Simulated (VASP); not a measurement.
# Li (P1) in VASP: notebook

The runs below take Li through single point, with PBE+D3(BJ).

All numbers are computed with VASP 6.6.1; they aren't measurements. Logs are shortened: lines on timing, memory, paths and dates and some standing lists are left out, and cuts for length are marked.

**1. The cell of the first run**

The typed cell holds 16 atoms: a = 6.980 Å, b = 6.980 Å, c = 6.980 Å, α = 90.00°, β = 90.00°, γ = 90.00°.

**2. Single point, PBE+D3(BJ)**

INCAR reads:

```
SYSTEM = Li
PREC     = Accurate       ! precision mode
ENCUT    = 520            ! plane-wave cutoff, eV
EDIFF    = 1E-7           ! SCF threshold, eV
ISMEAR   = -1             ! smearing method
SIGMA    = 0.1            ! smearing width, eV
LREAL    = Auto         
LASPH    = .TRUE.         ! aspherical terms in the spheres
NELM     = 60             ! most SCF steps
ALGO     = Normal         ! electronic algorithm
ISIF     = 2              ! what is computed and relaxed
LWAVE    = .FALSE.        ! write WAVECAR
LCHARG   = .FALSE.        ! write CHGCAR
GGA      = PE             ! functional
IVDW     = 12             ! dispersion correction
NBANDS   = 38             ! bands
```

KPOINTS reads:

```
Automatic mesh
0
G
  3 3 3
  0 0 0
```

POSCAR reads:

```
Li
1.0
    6.9800000000      0.0000000000      0.0000000000
    0.0000000000      6.9800000000      0.0000000000
    0.0000000000      0.0000000000      6.9800000000
Li
16
Direct
   -0.0371489971     -0.0157736390     -0.0682234957
    0.5282378223      0.0849140401     -0.0463753582
   -0.0757306590      0.4354871060     -0.0236389685
   -0.0280085960     -0.0452578797      0.5208882521
    0.2004727794      0.1956733524      0.2723782235
    0.4767191977      0.5551002865      0.0520487106
    0.4153581662     -0.0725644699      0.5028796562
    0.6736103152      0.2827220630      0.2452005731
    0.0074928367      0.4769914040      0.4626790831
    0.2222922636      0.7826504298      0.2036676218
    0.1847134670      0.2803438395      0.7580085960
    0.5081375358      0.5236246418      0.5470057307
    0.7398853868      0.7672063037      0.2510315186
    0.7942836676      0.2315042980      0.6683524355
    0.2103438395      0.6953724928      0.7427507163
    0.7522063037      0.7070487106      0.7918051576
```

Potentials or basis: VASP PAW PBE potentials, release 64 (Li_sv).

On the command line:

```bash
$ cat potpaw_PBE.64/Li_sv/POTCAR > POTCAR
$ mpirun -np 1 vasp_std > vasp.out
```

OUTCAR:

```text
SYSTEM = Li
   PREC = Accurate
   ENCUT = 520
   EDIFF = 1E-7
   ISMEAR = -1
   LREAL = Auto
   LASPH = .TRUE.
   NELM = 60
   ISIF = 2
   GGA = PE
   IVDW = 12
 IVDW          = 12

 ion  position               nearest neighbor table
   1  0.963  0.984  0.932-
   2  0.528  0.085  0.954-
   3  0.924  0.435  0.976-  16 2.59
   4  0.972  0.955  0.521-  14 2.52
   5  0.200  0.196  0.272-
   6  0.477  0.555  0.052-
   7  0.415  0.927  0.503-
   8  0.674  0.283  0.245-
   9  0.007  0.477  0.463-
  10  0.222  0.783  0.204-
  11  0.185  0.280  0.758-
  12  0.508  0.524  0.547-
  13  0.740  0.767  0.251-
  14  0.794  0.232  0.668-   4 2.52
  15  0.210  0.695  0.743-
  16  0.752  0.707  0.792-   3 2.59

  LATTYP: Found a simple cubic cell.
 ALAT       =     6.9800000000

  Lattice vectors:

 A1 = (   6.9800000000,   0.0000000000,   0.0000000000)
 A2 = (   0.0000000000,   6.9800000000,   0.0000000000)
 A3 = (   0.0000000000,   0.0000000000,   6.9800000000)

Analysis of symmetry for initial positions (statically):
=====================================================================
 Subroutine PRICEL returns:
 Original cell was already a primitive cell.

 Routine SETGRP: Setting up the symmetry group for a
 simple cubic supercell.

 Subroutine GETGRP returns: Found  1 space group operations
 (whereof  1 operations were pure point group operations)
 out of a pool of 48 trial point group operations.

The static configuration has the point symmetry C_1 .

Analysis of symmetry for dynamics (positions and initial velocities):
=====================================================================
 Subroutine PRICEL returns:
 Original cell was already a primitive cell.

 Routine SETGRP: Setting up the symmetry group for a
 simple cubic supercell.

 Subroutine GETGRP returns: Found  1 space group operations
 (whereof  1 operations were pure point group operations)
 out of a pool of 48 trial point group operations.

The dynamic configuration has the point symmetry C_1 .

 Subroutine INISYM returns: Found  1 space group operations
 (whereof  1 operations are pure point group operations),
 and found     1 'primitive' translations

----------------------------------------------------------------------------------------

                                     Primitive cell

  volume of cell :     340.0684

  direct lattice vectors                    reciprocal lattice vectors
     6.980000000  0.000000000  0.000000000     0.143266476  0.000000000  0.000000000
     0.000000000  6.980000000  0.000000000     0.000000000  0.143266476  0.000000000
     0.000000000  0.000000000  6.980000000     0.000000000  0.000000000  0.143266476

  length of vectors
     6.980000000  6.980000000  6.980000000     0.143266476  0.143266476  0.143266476

  position of ions in fractional coordinates (direct lattice)
     0.962851003  0.984226361  0.931776504
     0.528237822  0.084914040  0.953624642
     0.924269341  0.435487106  0.976361031
     0.971991404  0.954742120  0.520888252
     0.200472779  0.195673352  0.272378223
     0.476719198  0.555100287  0.052048711
[... 8 lines left out ...]
     0.210343839  0.695372493  0.742750716
     0.752206304  0.707048711  0.791805158

  ion indices of the primitive-cell ions
   primitive index   ion index
                 1           1
                 2           2
                 3           3
                 4           4
                 5           5
                 6           6
[... 8 lines left out ...]
                15          15
                16          16

----------------------------------------------------------------------------------------

 KPOINTS: Automatic mesh

Automatic generation of k-mesh.
 Grid dimensions read from file:
 generate k-points for:    3    3    3

 Generating k-lattice:

  Cartesian coordinates                     Fractional coordinates (reciprocal lattice)
     0.047755492  0.000000000  0.000000000     0.333333333  0.000000000  0.000000000
     0.000000000  0.047755492  0.000000000     0.000000000  0.333333333  0.000000000
     0.000000000  0.000000000  0.047755492     0.000000000  0.000000000  0.333333333

  Length of vectors
     0.047755492  0.047755492  0.047755492

  Shift w.r.t. Gamma in fractional coordinates (k-lattice)
     0.000000000  0.000000000  0.000000000

 Subroutine IBZKPT returns following result:
 ===========================================

 Found     14 irreducible k-points:

 Following reciprocal coordinates:
            Coordinates               Weight
  0.000000  0.000000  0.000000      1.000000
  0.333333  0.000000  0.000000      2.000000
  0.000000  0.333333  0.000000      2.000000
  0.000000  0.000000  0.333333      2.000000
  0.333333  0.333333  0.000000      2.000000
  0.000000  0.333333  0.333333      2.000000
  0.333333  0.000000  0.333333      2.000000
 -0.333333  0.333333  0.000000      2.000000
 -0.333333  0.000000  0.333333      2.000000
  0.000000 -0.333333  0.333333      2.000000
  0.333333  0.333333  0.333333      2.000000
 -0.333333  0.333333  0.333333      2.000000
 -0.333333 -0.333333  0.333333      2.000000
  0.333333 -0.333333  0.333333      2.000000
   k-points           NKPTS =     14   k-points in BZ     NKDIM =     14   number of bands    NBANDS=     38
   number of dos      NEDOS =    301   number of ions     NIONS =     16
   total plane-waves  NPLWV = 157464
   dimension x,y,z NGX =    54 NGY =   54 NGZ =   54
   dimension x,y,z NGXF=   108 NGYF=  108 NGZF=  108
   ions per type =              16
   NGX,Y,Z   is equivalent  to a cutoff of  12.86, 12.86, 12.86 a.u.
   NGXF,Y,Z  is equivalent  to a cutoff of  25.72, 25.72, 25.72 a.u.
 SYSTEM =  Li
   PREC   = accura    normal or accurate (medium, high low for compatibility)
   ISTART =      0    job   : 0-new  1-cont  2-samecut
   ICHARG =      2    charge: 1-file 2-atom 10-const
   ISPIN  =      1    spin polarized calculation?
   LNONCOLLINEAR =      F non collinear calculations
   LSORBIT =      F    spin-orbit coupling
   LASPH  =      T    aspherical Exc in radial PAW
   ENCUT  =  520.0 eV  38.22 Ry    6.18 a.u.  12.98 12.98 12.98*2*pi/ulx,y,z
   NELM   =     60;   NELMIN=  2; NELMDL= -5     # of ELM steps
   EDIFF  = 0.1E-06   stopping-criterion for ELM
   LREAL  =      T    real-space projection
   EDIFFG = 0.1E-05   stopping-criterion for IOM
   NSW    =      0    number of steps for IOM
   IBRION =     -1    ionic relax: 0-MD 1-quasi-New 2-CG
   NFREE  =      0    steps in history (QN), initial steepest desc. (CG)
   ISIF   =      2    stress and relaxation
   ISYM   =      2    0-nonsym 1-usesym 2-fastsym
   POTIM  = 0.5000    time-step for ionic-motion
   TEBEG  =    0.0;   TEEND  =   0.0 temperature during run
   PSTRESS=    0.0 pullay stress
   NELECT =      48.0000    total number of electrons
   NUPDOWN=      -1.0000    fix difference up-down
   EMIN   =  10.00;   EMAX   =-10.00  energy-range for DOS
   EFERMI =   0.00;   METHOD = LEGACY
   ISMEAR =    -1;   SIGMA  =   0.10  broadening in eV -4-tet -1-fermi 0-gaus
   EFERMI_NEDOS =   21; number of points for ismear=-14 and -15
   IALGO  =     38    algorithm
   IMIX   =      4    mixing-type and parameters
     AMIX     =   0.40;   BMIX     =  1.00
     AMIX_MAG =   1.60;   BMIX_MAG =  1.00
  volume/ion in A,a.u.               =      21.25       143.43
  Fermi-wavevector in a.u.,A,eV,Ry     =   0.852380  1.610764  9.885331  0.726551
  Thomas-Fermi vector in A             =   1.968659
   LORBIT       =      0    0 simple, 1 ext, 2 COOP (PROOUT), +10 PAW based schemes
   GGA     = PE    functional components
   LHFCALC =     F    Hartree Fock is set to
   AEXX    =    0.0000 exact exchange contribution
   IVDW    =    12    specifies the selected vdW correction
   LEPSILON=     F    determine dielectric tensor
   LRPA    =     F    only Hartree local field effects (RPA)
 non-spin polarized calculation
  energy-cutoff  :      520.00
  volume of cell :      340.07
 maximum number of plane-waves:      9180
 NGX is ok and might be reduce to    54
   NGX = 25   NGY = 25   NGZ = 25

 number of electron      47.9999989 magnetization

 Free energy of the ion-electron system (eV)
  ---------------------------------------------------
  ext. energy  EPLUGINS =         0.00000000
  ---------------------------------------------------
  free energy    TOTEN  =       -29.20129108 eV

  energy without entropy =      -28.94671670  energy(sigma->0) =      -29.07400389

 E-fermi :   0.4461     XC(G=0):  -6.9086

 val. band max:        0.4275204865   @ k =   0.0000  -0.3333   0.3333
 cond. band min:       0.4665395475   @ k =   0.3333   0.3333   0.0000
 fundamental gap:      0.0390190610
 Fermi energy:         0.4461036165

 k-point     1 :       0.0000    0.0000    0.0000
  band No.  band energies     occupation
      1     -46.4056      2.00000
      2     -46.3101      2.00000
      3     -46.3053      2.00000
      4     -46.2986      2.00000
      5     -46.2786      2.00000
      6     -46.2745      2.00000
[... 28 lines left out ...]
     35       3.4038      0.00000
     36       3.6266      0.00000

 k-point     2 :       0.3333    0.0000    0.0000
  band No.  band energies     occupation
      1     -46.4056      2.00000
      2     -46.3100      2.00000
      3     -46.3054      2.00000
      4     -46.2986      2.00000
      5     -46.2787      2.00000
      6     -46.2746      2.00000
[... 28 lines left out ...]
     35       3.5462      0.00000
     36       3.7308      0.00000

 k-point     3 :       0.0000    0.3333    0.0000
  band No.  band energies     occupation
      1     -46.4056      2.00000
      2     -46.3099      2.00000
      3     -46.3055      2.00000
      4     -46.2986      2.00000
      5     -46.2786      2.00000
      6     -46.2746      2.00000
[... 28 lines left out ...]
     35       3.5755      0.00000
     36       3.6534      0.00000

 k-point     4 :       0.0000    0.0000    0.3333
  band No.  band energies     occupation
      1     -46.4056      2.00000
      2     -46.3101      2.00000
      3     -46.3053      2.00000
      4     -46.2986      2.00000
      5     -46.2787      2.00000
      6     -46.2745      2.00000
[... 28 lines left out ...]
     35       3.5500      0.00000
     36       3.6141      0.00000

 k-point     5 :       0.3333    0.3333    0.0000
  band No.  band energies     occupation
      1     -46.4056      2.00000
      2     -46.3099      2.00000
      3     -46.3055      2.00000
      4     -46.2987      2.00000
      5     -46.2786      2.00000
      6     -46.2746      2.00000
[... 265 lines left out ...]
 k-point    12 :      -0.3333    0.3333    0.3333
  band No.  band energies     occupation
      1     -46.4056      2.00000
      2     -46.3098      2.00000
      3     -46.3055      2.00000
      4     -46.2987      2.00000
      5     -46.2787      2.00000
      6     -46.2746      2.00000
[... 28 lines left out ...]
     35       3.5482      0.00000
     36       3.9306      0.00000

 k-point    13 :      -0.3333   -0.3333    0.3333
  band No.  band energies     occupation
      1     -46.4056      2.00000
      2     -46.3099      2.00000
      3     -46.3055      2.00000
      4     -46.2987      2.00000
      5     -46.2787      2.00000
      6     -46.2746      2.00000
[... 28 lines left out ...]
     35       3.5968      0.00000
     36       3.8754      0.00000

 k-point    14 :       0.3333   -0.3333    0.3333
  band No.  band energies     occupation
      1     -46.4056      2.00000
      2     -46.3098      2.00000
      3     -46.3055      2.00000
      4     -46.2987      2.00000
      5     -46.2787      2.00000
      6     -46.2745      2.00000
[... 28 lines left out ...]
     35       3.5452      0.00000
     36       3.8348      0.00000
 [bands above 36 left out]

------------------------ aborting loop because EDIFF is reached ----------------------------------------

 Edisp (eV)   -2.58297

 E8    (eV) :    -1.0790

  FORCE on cell =-STRESS in cart. coord.  units (eV):
  Direction    XX          YY          ZZ          XY          YZ          ZX
  --------------------------------------------------------------------------------------
  -------------------------------------------------------------------------------------
  Total      -2.90959    -2.43334    -2.38683    -1.07926     0.64729     0.27970
  in kB     -13.70806   -11.46431   -11.24516    -5.08476     3.04961     1.31777
  external pressure =      -12.14 kB  Pullay stress =        0.00 kB

 VOLUME and BASIS-vectors are now :
 -----------------------------------------------------------------------------
  energy-cutoff  :      520.00
  volume of cell :      340.07
      direct lattice vectors                 reciprocal lattice vectors
     6.980000000  0.000000000  0.000000000     0.143266476  0.000000000  0.000000000
     0.000000000  6.980000000  0.000000000     0.000000000  0.143266476  0.000000000
     0.000000000  0.000000000  6.980000000     0.000000000  0.000000000  0.143266476

 POSITION                                       TOTAL-FORCE (eV/Angst)
 -----------------------------------------------------------------------------------
      6.72070      6.86990      6.50380         0.192561      0.141515      0.522546
      3.68710      0.59270      6.65630        -0.246029     -0.351582     -0.174241
      6.45140      3.03970      6.81500         0.124861      0.146143      0.443027
      6.78450      6.66410      3.63580         0.101318     -0.125765     -0.220253
      1.39930      1.36580      1.90120         0.105644      0.187514     -0.220006
      3.32750      3.87460      0.36330        -0.170410     -0.299797     -0.299282
[... 8 lines left out ...]
      1.46820      4.85370      5.18440        -0.150857      0.166607      0.262863
      5.25040      4.93520      5.52680        -0.197464      0.090824     -0.293650
 -----------------------------------------------------------------------------------
    total drift:                               -0.002279     -0.008915     -0.000991

  FREE ENERGIE OF THE ION-ELECTRON SYSTEM (eV)
  ---------------------------------------------------
  free  energy   TOTEN  =       -31.7842585305 eV

  energy  without entropy=      -31.5296841454  energy(sigma->0) =      -31.65697134
```

It took 3.2 min on 1 thread of Intel Xeon 6975P-C (Granite Rapids), shared host; peak memory 0.4 GiB.

What came out:

```
Free energy                : -31.7843 eV
Largest force              : 0.671 eV/Å
Band gap on the k mesh     : zero (bands 24 and 25 overlap by 0.47 eV)
Dispersion energy per atom : -0.161 eV
```

Forces in eV/Å, atoms in the order of the input:
```
Li   0.193  0.142  0.523
Li  -0.246 -0.352 -0.174
Li   0.125  0.146  0.443
Li   0.101 -0.126 -0.220
Li   0.106  0.188 -0.220
Li  -0.170 -0.300 -0.299
Li   0.424  0.400  0.196
Li   0.231 -0.317  0.335
Li  -0.081  0.476 -0.194
Li  -0.264 -0.169 -0.083
Li   0.601 -0.292 -0.062
Li  -0.100 -0.299 -0.244
Li   0.041  0.109  0.022
Li  -0.611  0.137  0.008
Li  -0.151  0.167  0.263
Li  -0.197  0.091 -0.294
```

Levels at points of the mesh, in eV from the Fermi level:
```
           k point  band 22  band 23  band 24  band 25  band 26  band 27
(0.00, 0.00, 0.00)    -1.00    -0.94     0.32     0.34     0.39     0.41
```

Caveat: the cutoff is under 1.25 times the usual one of these potentials, so pressure, stress and relaxed cells hold a basis-set (Pulay) error; the atoms stand as in a frame of molecular dynamics.

**3. Single point, PBE+D3(BJ)**

INCAR reads:

```
SYSTEM = Li
PREC     = Accurate       ! precision mode
ENCUT    = 520            ! plane-wave cutoff, eV
EDIFF    = 1E-6           ! SCF threshold, eV
ISMEAR   = -1             ! smearing method
SIGMA    = 0.1            ! smearing width, eV
LREAL    = Auto         
LASPH    = .TRUE.         ! aspherical terms in the spheres
NELM     = 100            ! most SCF steps
ALGO     = Normal         ! electronic algorithm
ISIF     = 2              ! what is computed and relaxed
LWAVE    = .FALSE.        ! write WAVECAR
LCHARG   = .TRUE.         ! write CHGCAR
GGA      = PE             ! functional
IVDW     = 12             ! dispersion correction
LELF     = .TRUE.         ! ELF
LVHAR    = .TRUE.       
NBANDS   = 38             ! bands
```

KPOINTS is that of step 2.

POSCAR reads:

```
Li
1.0
    6.9800000000      0.0000000000      0.0000000000
    0.0000000000      6.9800000000      0.0000000000
    0.0000000000      0.0000000000      6.9800000000
Li
16
Direct
   -0.0548137536     -0.0371060172     -0.0134383954
    0.4804727794      0.0534813754     -0.0565902579
   -0.0523209169      0.4415616046     -0.0152722063
    0.0027793696     -0.0692979943      0.5539828080
    0.2249713467      0.1986962751      0.2824355301
    0.4832378223      0.5593123209      0.0349426934
    0.4133810888     -0.0360171920      0.5130515759
    0.6729083095      0.2469197708      0.2527077364
    0.0098424069      0.5223352436      0.4172349570
    0.2794555874      0.7559169054      0.2159169054
    0.1844555874      0.2993839542      0.7404011461
    0.4382234957      0.5234670487      0.5478223496
    0.7341690544      0.7629512894      0.2772636103
    0.7586246418      0.2290114613      0.6671346705
    0.1992120344      0.7066189112      0.8037392550
    0.7167765043      0.6909455587      0.7694269341
```

Potentials or basis: VASP PAW PBE potentials, release 64 (Li_sv).

On the command line:

```bash
$ cat potpaw_PBE.64/Li_sv/POTCAR > POTCAR
$ mpirun -np 1 vasp_std > vasp.out
```

Run time: 2.6 min. Hardware: 1 thread of Intel Xeon 6975P-C (Granite Rapids), shared host; peak memory 0.4 GiB.

The run converged. Its results:

```
Free energy                : -32.0883 eV
Largest force              : 0.845 eV/Å
Band gap on the k mesh     : zero (bands 24 and 25 overlap by 0.50 eV)
Dispersion energy per atom : -0.162 eV
```

Forces in eV/Å, atoms in the order of the input:
```
Li   0.066  0.244  0.197
Li  -0.061 -0.172 -0.039
Li  -0.132  0.122  0.405
Li  -0.052  0.160 -0.215
Li  -0.184  0.213 -0.300
Li   0.210 -0.798 -0.181
Li   0.434 -0.042  0.331
Li   0.113 -0.031  0.118
Li  -0.052 -0.091  0.211
Li  -0.544  0.302  0.184
Li   0.223 -0.436 -0.046
Li   0.176 -0.178 -0.374
Li  -0.190  0.163 -0.016
Li  -0.142  0.130  0.057
Li  -0.017  0.196 -0.093
Li   0.150  0.217 -0.241
```

Levels at points of the mesh, in eV from the Fermi level:
```tsv
k point	band 21	band 22	band 23	band 24	band 25	band 26	band 27	band 28
(0.00, 0.00, 0.00)	-1.09	-1.02	-1.01	0.32	0.37	0.38	0.41	0.49
```

Caveat: the cutoff is under 1.25 times the usual one of these potentials, so pressure, stress and relaxed cells hold a basis-set (Pulay) error; the atoms stand as in a frame of molecular dynamics.

The gap in the log of VASP goes by the Fermi energy; the results here count the filled bands.